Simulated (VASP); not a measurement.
Input of a VASP 6.6.1 run:

Contents of INCAR:

```
PREC     = Accurate       # precision mode
ENCUT    = 520            # plane-wave cutoff, eV
EDIFF    = 1E-6           # SCF threshold, eV
ISMEAR   = 0              # smearing method
SIGMA    = 0.05           # smearing width, eV
LREAL    = Auto         
LASPH    = T              # aspherical terms in the spheres
NELM     = 80             # most SCF steps
ALGO     = Normal         # electronic algorithm
ISIF     = 2              # what is computed and relaxed
LWAVE    = F              # write WAVECAR
LCHARG   = F              # write CHGCAR
GGA      = PE             # functional
NBANDS   = 78             # bands
```

Contents of KPOINTS:

```
Automatic mesh
0
Gamma
  4 4 4
```

The input POSCAR:

```
ZrC
1.0
    5.8421900928      0.0000000000      0.0000000000
    0.0000000000      5.8421900928      0.0000000000
    0.0000000000      0.0000000000      5.8421900928
Zr C
8 8
Direct
    0.0000000000      0.0000000000      0.0000000000
    0.0000000000      0.0000000000      0.5000000000
    0.0000000000      0.5000000000      0.0000000000
    0.0000000000      0.5000000000      0.5000000000
    0.5000000000      0.0000000000      0.0000000000
    0.5000000000      0.0000000000      0.5000000000
    0.5000000000      0.5000000000      0.0000000000
    0.5000000000      0.5000000000      0.5000000000
    0.2500000000      0.2500000000      0.2500000000
    0.2500000000      0.2500000000      0.7500000000
    0.2500000000      0.7500000000      0.2500000000
    0.2500000000      0.7500000000      0.7500000000
    0.7500000000      0.2500000000      0.2500000000
    0.7500000000      0.2500000000      0.7500000000
    0.7500000000      0.7500000000      0.2500000000
    0.7500000000      0.7500000000      0.7500000000
```

Potentials or basis: VASP PAW PBE potentials, release 64 (Zr_sv, C).

Launch:

```bash
$ cat potpaw_PBE.64/Zr_sv/POTCAR potpaw_PBE.64/C/POTCAR > POTCAR
$ mpirun -np 1 vasp_std > vasp.out
```

Question: What does it give for the band gap on the k mesh?

Answer: Zero (bands 64 and 65 overlap by 0.63 eV).

Question: Estimate the pressure.

Answer: -0.2 GPa.
